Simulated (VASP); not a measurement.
Write the native input for VASP 6.6.1 that does the following.

- Task: single point
- Functional: PBE
- Potentials or basis: VASP PAW PBE potentials, release 64 (Sn_d, Pb_d, O)
- Cutoff: 520 eV
- k mesh: 6 × 6 × 6
- Occupations: gaussian, width 0.02 eV
- Spin: no spin polarisation
- Dipole correction: no
- Further INCAR settings: ALGO = Normal; EDIFF = 1e-06; NBANDS = 50

The structure of SnPbO2 lies in POSCAR:

```
SnPbO2
1.0
    5.5979650645      0.0000000000      0.0000000000
    0.0000000000      5.5983992812      0.0000000000
    0.0000000000      0.0000000000      5.5403031887
Sn Pb O
2 2 4
Direct
    0.7500000000      0.0000000000      0.8011025648
    0.2500000000      0.0000000000      0.1988974352
    0.7500000000      0.5000000000      0.2263808324
    0.2500000000      0.5000000000      0.7736191676
    0.5000000000      0.2410976859      0.0000000000
    0.0000000000      0.2410976859      0.0000000000
    0.0000000000      0.7589023141      0.0000000000
    0.5000000000      0.7589023141      0.0000000000
```

One way to write it, as run:

INCAR

```
PREC     = Accurate       # precision mode
ENCUT    = 520            # plane-wave cutoff, eV
EDIFF    = 1E-6           # SCF threshold, eV
ISMEAR   = 0              # smearing method
SIGMA    = 0.02           # smearing width, eV
LREAL    = F              # projectors in reciprocal space
LASPH    = T              # aspherical terms in the spheres
NELM     = 100            # most SCF steps
ALGO     = Normal         # electronic algorithm
ISIF     = 2              # what is computed and relaxed
LWAVE    = F              # write WAVECAR
LCHARG   = F              # write CHGCAR
GGA      = PE             # functional
NBANDS   = 50             # bands
KPAR     = 2
```

KPOINTS

```
Automatic mesh
0
Gamma
  6 6 6
```

Potentials or basis: VASP PAW PBE potentials, release 64 (Sn_d, Pb_d, O).

Run with:

```console
$ cat potpaw_PBE.64/Sn_d/POTCAR potpaw_PBE.64/Pb_d/POTCAR potpaw_PBE.64/O/POTCAR > POTCAR
$ mpirun -np 2 vasp_std > vasp.out
```

Results of the run:

```
Pressure               : -0.2 GPa
Largest force          : 0.069 eV/Å
Band gap on the k mesh : 1.14 eV
```

Caveat: spin-orbit coupling is left out, which moves the levels of the heavy elements.

Run time: 5.8 min on 2 MPI ranks on Intel(R) Xeon(R) Platinum 8259CL CPU @ 2.50GHz (Skylake/Cascade Lake), with other jobs on the host, peak memory 0.55 GiB a rank.
